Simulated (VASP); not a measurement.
# W (Im-3m) in VASP: notebook, part 2 of 2

VASP 6.6.1.

## (3) Single point, PBEsol+D3(BJ)

This run uses another cell than the first one, of 15.32 Å³/atom, 0.967 times its volume.

The input, INCAR:

```
SYSTEM = W
PREC = Accurate ; ENCUT = 520
EDIFF = 1E-7 ; ISMEAR = -1
SIGMA = 0.05 ; LREAL = .FALSE.
LASPH = .TRUE. ; NELM = 60
ALGO = Fast ; ISIF = 2
LWAVE = .FALSE. ; LCHARG = .FALSE.
GGA = PS ; IVDW = 12
NBANDS = 13
```

The input, KPOINTS:

```
regular mesh
0
G
  12 12 12
  0 0 0
```

The input, POSCAR:

```
W
1.0
   -1.5645006617      1.5645006617      1.5645006617
    1.5645006617     -1.5645006617      1.5645006617
    1.5645006617      1.5645006617     -1.5645006617
W
1
Direct
    0.0000000000      0.0000000000      0.0000000000
```

Potentials or basis: VASP PAW PBE potentials, release 64 (W_sv).

Run with:

```
> cat potpaw_PBE.64/W_sv/POTCAR > POTCAR
> mpirun -np 1 vasp_std > vasp.out
```

OUTCAR:

```text
SYSTEM = W
   PREC = Accurate
   ENCUT = 520
   EDIFF = 1E-7
   ISMEAR = -1
   LREAL = .FALSE.
   LASPH = .TRUE.
   NELM = 60
   ISIF = 2
   GGA = PS
   IVDW = 12
 IVDW          = 12

 ion  position               nearest neighbor table
   1  0.000  0.000  0.000-

  LATTYP: Found a body centered cubic cell.
 ALAT       =     3.1290013234

  Lattice vectors:

 A1 = (  -1.5645006617,   1.5645006617,   1.5645006617)
 A2 = (   1.5645006617,  -1.5645006617,   1.5645006617)
 A3 = (   1.5645006617,   1.5645006617,  -1.5645006617)

Analysis of symmetry for initial positions (statically):
=====================================================================
 Subroutine PRICEL returns:
 Original cell was already a primitive cell.

 Routine SETGRP: Setting up the symmetry group for a
 body centered cubic supercell.

 Subroutine GETGRP returns: Found 48 space group operations
 (whereof 48 operations were pure point group operations)
 out of a pool of 48 trial point group operations.

The static configuration has the point symmetry O_h .

Analysis of symmetry for dynamics (positions and initial velocities):
=====================================================================
 Subroutine PRICEL returns:
 Original cell was already a primitive cell.

 Routine SETGRP: Setting up the symmetry group for a
 body centered cubic supercell.

 Subroutine GETGRP returns: Found 48 space group operations
 (whereof 48 operations were pure point group operations)
 out of a pool of 48 trial point group operations.

The dynamic configuration has the point symmetry O_h .

 Subroutine INISYM returns: Found 48 space group operations
 (whereof 48 operations are pure point group operations),
 and found     1 'primitive' translations

----------------------------------------------------------------------------------------

                                     Primitive cell

  volume of cell :      15.3175

  direct lattice vectors                    reciprocal lattice vectors
    -1.564500662  1.564500662  1.564500662     0.000000000  0.319590788  0.319590788
     1.564500662 -1.564500662  1.564500662     0.319590788  0.000000000  0.319590788
     1.564500662  1.564500662 -1.564500662     0.319590788  0.319590788  0.000000000

  length of vectors
     2.709794635  2.709794635  2.709794635     0.451969627  0.451969627  0.451969627

  position of ions in fractional coordinates (direct lattice)
     0.000000000  0.000000000  0.000000000

  ion indices of the primitive-cell ions
   primitive index   ion index
                 1           1

----------------------------------------------------------------------------------------

 KPOINTS: regular mesh

Automatic generation of k-mesh.
 Grid dimensions read from file:
 generate k-points for:   12   12   12

 Generating k-lattice:

  Cartesian coordinates                     Fractional coordinates (reciprocal lattice)
     0.000000000  0.026632566  0.026632566     0.083333333  0.000000000  0.000000000
     0.026632566  0.000000000  0.026632566     0.000000000  0.083333333  0.000000000
     0.026632566  0.026632566  0.000000000     0.000000000  0.000000000  0.083333333

  Length of vectors
     0.037664136  0.037664136  0.037664136

  Shift w.r.t. Gamma in fractional coordinates (k-lattice)
     0.000000000  0.000000000  0.000000000

 Subroutine IBZKPT returns following result:
 ===========================================

 Found     72 irreducible k-points:

 Following reciprocal coordinates:
            Coordinates               Weight
  0.000000  0.000000  0.000000      1.000000
  0.083333  0.000000  0.000000     12.000000
  0.166667  0.000000  0.000000     12.000000
  0.250000  0.000000  0.000000     12.000000
  0.333333  0.000000  0.000000     12.000000
  0.416667  0.000000  0.000000     12.000000
[... 16 lines left out ...]
  0.333333  0.083333  0.083333     24.000000
  0.416667  0.083333  0.083333     12.000000
 [... further k-points ...]
   k-points           NKPTS =     72   k-points in BZ     NKDIM =     72   number of bands    NBANDS=     13
   number of dos      NEDOS =    301   number of ions     NIONS =      1
   total plane-waves  NPLWV =   8000
   dimension x,y,z NGX =    20 NGY =   20 NGZ =   20
   dimension x,y,z NGXF=    40 NGYF=   40 NGZF=   40
   ions per type =               1
   NGX,Y,Z   is equivalent  to a cutoff of  12.27, 12.27, 12.27 a.u.
   NGXF,Y,Z  is equivalent  to a cutoff of  24.54, 24.54, 24.54 a.u.
 SYSTEM =  W
   PREC   = accura    normal or accurate (medium, high low for compatibility)
   ISTART =      0    job   : 0-new  1-cont  2-samecut
   ICHARG =      2    charge: 1-file 2-atom 10-const
   ISPIN  =      1    spin polarized calculation?
   LNONCOLLINEAR =      F non collinear calculations
   LSORBIT =      F    spin-orbit coupling
   LASPH  =      T    aspherical Exc in radial PAW
   ENCUT  =  520.0 eV  38.22 Ry    6.18 a.u.   5.04  5.04  5.04*2*pi/ulx,y,z
   NELM   =     60;   NELMIN=  2; NELMDL= -5     # of ELM steps
   EDIFF  = 0.1E-06   stopping-criterion for ELM
   LREAL  =      F    real-space projection
   EDIFFG = 0.1E-05   stopping-criterion for IOM
   NSW    =      0    number of steps for IOM
   IBRION =     -1    ionic relax: 0-MD 1-quasi-New 2-CG
   NFREE  =      0    steps in history (QN), initial steepest desc. (CG)
   ISIF   =      2    stress and relaxation
   ISYM   =      2    0-nonsym 1-usesym 2-fastsym
   POTIM  = 0.5000    time-step for ionic-motion
   TEBEG  =    0.0;   TEEND  =   0.0 temperature during run
   PSTRESS=    0.0 pullay stress
   NELECT =      14.0000    total number of electrons
   NUPDOWN=      -1.0000    fix difference up-down
   EMIN   =  10.00;   EMAX   =-10.00  energy-range for DOS
   EFERMI =   0.00;   METHOD = LEGACY
   ISMEAR =    -1;   SIGMA  =   0.05  broadening in eV -4-tet -1-fermi 0-gaus
   EFERMI_NEDOS =   21; number of points for ismear=-14 and -15
   IALGO  =     68    algorithm
   IMIX   =      4    mixing-type and parameters
     AMIX     =   0.40;   BMIX     =  1.00
     AMIX_MAG =   1.60;   BMIX_MAG =  1.00
  volume/ion in A,a.u.               =      15.32       103.37
  Fermi-wavevector in a.u.,A,eV,Ry     =   1.588748  3.002299 34.342753  2.524121
  Thomas-Fermi vector in A             =   2.687704
   LORBIT       =      0    0 simple, 1 ext, 2 COOP (PROOUT), +10 PAW based schemes
   GGA     = PS    functional components
   LHFCALC =     F    Hartree Fock is set to
   AEXX    =    0.0000 exact exchange contribution
   IVDW    =    12    specifies the selected vdW correction
   LEPSILON=     F    determine dielectric tensor
   LRPA    =     F    only Hartree local field effects (RPA)
 non-spin polarized calculation
 RMM-DIIS sequential band-by-band and
  energy-cutoff  :      520.00
  volume of cell :       15.32
 maximum number of plane-waves:       422
   NGX =  9   NGY =  9   NGZ =  9

 number of electron      14.0000004 magnetization

 Free energy of the ion-electron system (eV)
  ---------------------------------------------------
  ext. energy  EPLUGINS =         0.00000000
  ---------------------------------------------------
  free energy    TOTEN  =       -13.79540177 eV

  energy without entropy =      -13.79015631  energy(sigma->0) =      -13.79277904

 E-fermi :  11.7242     XC(G=0): -13.9555

 val. band max:       11.6973440917   @ k =  -0.1667   0.1667   0.0833
 cond. band min:      11.7314694790   @ k =   0.4167   0.0833   0.0000
 fundamental gap:      0.0341253873
 Fermi energy:        11.7241753939

 k-point     1 :       0.0000    0.0000    0.0000
  band No.  band energies     occupation
      1     -62.3203      2.00000
      2     -25.8243      2.00000
      3     -25.8243      2.00000
      4     -25.8243      2.00000
      5       1.9342      2.00000
      6      10.4860      2.00000
      7      10.4860      2.00000
      8      10.4860      2.00000
      9      14.0958      0.00000
     10      14.0958      0.00000
     11      26.3939      0.00000
     12      26.3939      0.00000
     13      26.3939      0.00000
[... 353 lines left out ...]
 k-point    24 :       0.4167    0.0833    0.0833
  band No.  band energies     occupation
      1     -62.1606      2.00000
      2     -27.1779      2.00000
      3     -26.3606      2.00000
      4     -25.9320      2.00000
      5       5.9590      2.00000
      6       8.0024      2.00000
      7      11.5963      1.85621
      8      14.2761      0.00000
      9      15.0816      0.00000
     10      19.5752      0.00000
     11      22.1735      0.00000
     12      24.1436      0.00000
     13      28.3696      0.00000

 [... further k-points ...]

------------------------ aborting loop because EDIFF is reached ----------------------------------------

 Edisp (eV)   -0.76965

 E8    (eV) :    -0.5642

  FORCE on cell =-STRESS in cart. coord.  units (eV):
  Direction    XX          YY          ZZ          XY          YZ          ZX
  --------------------------------------------------------------------------------------
  -------------------------------------------------------------------------------------
  Total       0.07992     0.07992     0.07992    -0.00000    -0.00000     0.00000
  in kB       8.35931     8.35931     8.35931    -0.00000    -0.00000     0.00000
  external pressure =        8.36 kB  Pullay stress =        0.00 kB

 VOLUME and BASIS-vectors are now :
 -----------------------------------------------------------------------------
  energy-cutoff  :      520.00
  volume of cell :       15.32
      direct lattice vectors                 reciprocal lattice vectors
    -1.564500662  1.564500662  1.564500662     0.000000000  0.319590788  0.319590788
     1.564500662 -1.564500662  1.564500662     0.319590788  0.000000000  0.319590788
     1.564500662  1.564500662 -1.564500662     0.319590788  0.319590788  0.000000000

 POSITION                                       TOTAL-FORCE (eV/Angst)
 -----------------------------------------------------------------------------------
      0.00000      0.00000      0.00000        -0.000000      0.000000      0.000000
 -----------------------------------------------------------------------------------
    total drift:                                0.000000      0.000000      0.000000

  FREE ENERGIE OF THE ION-ELECTRON SYSTEM (eV)
  ---------------------------------------------------
  free  energy   TOTEN  =       -14.5650485795 eV

  energy  without entropy=      -14.5598031246  energy(sigma->0) =      -14.56242585
```

stdout:

```text
POSCAR found type information on POSCAR W
 POSCAR found :  1 types and       1 ions
 scaLAPACK will be used
 -----------------------------------------------------------------------------
|                                                                             |
|                                                                             |
|     You enforced a specific xc type in the INCAR file but a different       |
|     I HOPE YOU KNOW WHAT YOU ARE DOING!                                     |
|                                                                             |
 -----------------------------------------------------------------------------

 LDA part: xc-table for (Slater+PW92), standard interpolation
 POSCAR, INCAR and KPOINTS ok, starting setup
 FFT: planning ... GRIDC
 FFT: planning ... GRID_SOFT
 FFT: planning ... GRID
 WAVECAR not read
 entering main loop
```

Run time: 8.7 s. Hardware: 1 thread of Intel Xeon Platinum 8375C at 2.90GHz (Ice Lake), shared host; peak memory 0.14 GiB.

What came out:

```yaml
Free_energy: -14.5650 eV
Pressure: 0.8 GPa
Band_gap_on_the_k_mesh: zero (band 7 reaches 17.21 eV, above the bottom of band 8 at 10.49 eV)
Dispersion_energy_per_atom: -0.770 eV
```

Caveat: the PAW data sets were made with another functional, which shifts forces and pressure a little; spin-orbit coupling is left out, which moves the levels of the heavy elements; pairwise dispersion overbinds metals, which lowers pressure and volume.

## (4) Single point, PBEsol+D3(BJ)

This run uses another cell than the first one, of 15.40 Å³/atom, 0.971 times its volume.

The input, INCAR:

```
SYSTEM = W
PREC = Accurate
ENCUT = 520
EDIFF = 1E-7
ISMEAR = -1
SIGMA = 0.05
LREAL = .FALSE.
LASPH = .TRUE.
NELM = 100
ALGO = Normal
ISIF = 2
LWAVE = .FALSE.
LCHARG = .FALSE.
GGA = PS
IVDW = 12
NBANDS = 13
```

KPOINTS is that of step 3.

The input, POSCAR:

```
W
1.0
   -1.5671541835      1.5671541835      1.5671541835
    1.5671541835     -1.5671541835      1.5671541835
    1.5671541835      1.5671541835     -1.5671541835
W
1
Direct
    0.0000000000      0.0000000000      0.0000000000
```

Potentials or basis: VASP PAW PBE potentials, release 64 (W_sv).

Run with:

```
> cat potpaw_PBE.64/W_sv/POTCAR > POTCAR
> mpirun -np 1 vasp_std > vasp.out
```

OUTCAR:

```text
SYSTEM = W
   PREC = Accurate
   ENCUT = 520
   EDIFF = 1E-7
   ISMEAR = -1
   LREAL = .FALSE.
   LASPH = .TRUE.
   NELM = 100
   ISIF = 2
   GGA = PS
   IVDW = 12
 IVDW          = 12

 ion  position               nearest neighbor table
   1  0.000  0.000  0.000-

  LATTYP: Found a body centered cubic cell.
 ALAT       =     3.1343083670

  Lattice vectors:

 A1 = (  -1.5671541835,   1.5671541835,   1.5671541835)
 A2 = (   1.5671541835,  -1.5671541835,   1.5671541835)
 A3 = (   1.5671541835,   1.5671541835,  -1.5671541835)

Analysis of symmetry for initial positions (statically):
=====================================================================
 Subroutine PRICEL returns:
 Original cell was already a primitive cell.

 Routine SETGRP: Setting up the symmetry group for a
 body centered cubic supercell.

 Subroutine GETGRP returns: Found 48 space group operations
 (whereof 48 operations were pure point group operations)
 out of a pool of 48 trial point group operations.

The static configuration has the point symmetry O_h .
[... 166 lines left out ...]
  band No.  band energies     occupation
      1     -62.4031      2.00000
      2     -25.9155      2.00000
      3     -25.9155      2.00000
      4     -25.9155      2.00000
      5       1.8869      2.00000
      6      10.4192      2.00000
      7      10.4192      2.00000
      8      10.4192      2.00000
      9      14.0079      0.00000
     10      14.0079      0.00000
     11      26.3077      0.00000
     12      26.3077      0.00000
     13      26.3077      0.00000
[... 354 lines left out ...]
  band No.  band energies     occupation
      1     -62.2470      2.00000
      2     -27.2467      2.00000
      3     -26.4431      2.00000
      4     -26.0211      2.00000
      5       5.9130      2.00000
      6       7.9513      2.00000
      7      11.5081      1.87394
      8      14.1830      0.00000
      9      14.9830      0.00000
     10      19.4465      0.00000
     11      22.0242      0.00000
     12      24.0473      0.00000
     13      28.2111      0.00000

 [... further k-points ...]

------------------------ aborting loop because EDIFF is reached ----------------------------------------

 Edisp (eV)   -0.76572

 E8    (eV) :    -0.5614

  FORCE on cell =-STRESS in cart. coord.  units (eV):
  Direction    XX          YY          ZZ          XY          YZ          ZX
  --------------------------------------------------------------------------------------
  -------------------------------------------------------------------------------------
  Total      -0.08280    -0.08280    -0.08280     0.00000     0.00000    -0.00000
  in kB      -8.61707    -8.61707    -8.61707     0.00000     0.00000    -0.00000
  external pressure =       -8.62 kB  Pullay stress =        0.00 kB

 VOLUME and BASIS-vectors are now :
 -----------------------------------------------------------------------------
  energy-cutoff  :      520.00
  volume of cell :       15.40
      direct lattice vectors                 reciprocal lattice vectors
    -1.567154184  1.567154184  1.567154184     0.000000000  0.319049654  0.319049654
     1.567154184 -1.567154184  1.567154184     0.319049654  0.000000000  0.319049654
     1.567154184  1.567154184 -1.567154184     0.319049654  0.319049654  0.000000000

 POSITION                                       TOTAL-FORCE (eV/Angst)
 -----------------------------------------------------------------------------------
      0.00000      0.00000      0.00000        -0.000000     -0.000000      0.000000
 -----------------------------------------------------------------------------------
    total drift:                                0.000000     -0.000000      0.000000

  FREE ENERGIE OF THE ION-ELECTRON SYSTEM (eV)
  ---------------------------------------------------
  free  energy   TOTEN  =       -14.5650823700 eV

  energy  without entropy=      -14.5598567955  energy(sigma->0) =      -14.56246958
```

OSZICAR:

```text
N       E                     dE             d eps       ncg     rms          rms(c)
DAV:   1     0.827990978725E+02    0.82799E+02   -0.73365E+03  1872   0.122E+03
DAV:   2    -0.128475919821E+02   -0.95647E+02   -0.92035E+02  2127   0.318E+02
DAV:   3    -0.144664784421E+02   -0.16189E+01   -0.16154E+01  2032   0.396E+01
DAV:   4    -0.144724491479E+02   -0.59707E-02   -0.59706E-02  2097   0.267E+00
DAV:   5    -0.144724942646E+02   -0.45117E-04   -0.45117E-04  2062   0.220E-01    0.228E+01
DAV:   6    -0.139482977073E+02    0.52420E+00   -0.40907E-01  1967   0.855E+00    0.932E+00
DAV:   7    -0.138043131993E+02    0.14398E+00   -0.22007E-01  2072   0.594E+00    0.597E-01
DAV:   8    -0.137995840095E+02    0.47292E-02   -0.49291E-03  1902   0.959E-01    0.144E-01
DAV:   9    -0.137993602947E+02    0.22371E-03   -0.14509E-04  2107   0.145E-01    0.342E-02
DAV:  10    -0.137993584252E+02    0.18696E-05   -0.10776E-05  2022   0.450E-02    0.204E-03
DAV:  11    -0.137993586325E+02   -0.20730E-06   -0.21889E-07  1756   0.608E-03    0.406E-04
DAV:  12    -0.137993586077E+02    0.24768E-07   -0.69815E-09  1051   0.107E-03
   1 F= -.14565082E+02 E0= -.14562470E+02  d E =-.522557E-02
```

stdout:

```text
POSCAR found type information on POSCAR W
 POSCAR found :  1 types and       1 ions
 scaLAPACK will be used
 -----------------------------------------------------------------------------
|                                                                             |
|                                                                             |
|     You enforced a specific xc type in the INCAR file but a different       |
|     I HOPE YOU KNOW WHAT YOU ARE DOING!                                     |
|                                                                             |
 -----------------------------------------------------------------------------

 LDA part: xc-table for (Slater+PW92), standard interpolation
 POSCAR, INCAR and KPOINTS ok, starting setup
 FFT: planning ... GRIDC
 FFT: planning ... GRID_SOFT
 FFT: planning ... GRID
 WAVECAR not read
 entering main loop
```

It took 7 s on 1 thread of Intel Xeon Platinum 8375C at 2.90GHz (Ice Lake), shared host; peak memory 0.14 GiB.

Results:

```
Free energy                : -14.5651 eV
Pressure                   : -0.9 GPa
Band gap on the k mesh     : zero (band 7 reaches 17.10 eV, above the bottom of band 8 at 10.42 eV)
Dispersion energy per atom : -0.766 eV
```

Caveat: three body term missing; the PAW data sets were made with another functional, which shifts forces and pressure a little; spin-orbit coupling is left out, which moves the levels of the heavy elements; pairwise dispersion overbinds metals, which lowers pressure and volume.

## (5) The runs side by side

```csv
level,cell,gap on the mesh (eV),pressure (GPa)
PBEsol,"a = 2.741 Å, angles 109.5°, 1 atom",none,-2.4
PBEsol+D3(BJ),"a = 2.710 Å, angles 109.5°, 1 atom",none,0.8
PBEsol+D3(BJ),"a = 2.714 Å, angles 109.5°, 1 atom",none,-0.9
```

Alike in all rows: task single point; potentials or basis VASP PAW PBE potentials, release 64 (W_sv); no spin polarisation; k mesh 12 × 12 × 12; cutoff (eV) 520; smearing fermi-dirac 0.05 eV.

Caveats: the PAW data sets were made with another functional, which shifts forces and pressure a little; spin-orbit coupling is left out, which moves the levels of the heavy elements; pairwise dispersion overbinds metals, which lowers pressure and volume (some runs); three body term missing (some runs).

Total energies depend on the potentials used, so only differences within one code and one set of settings carry meaning.
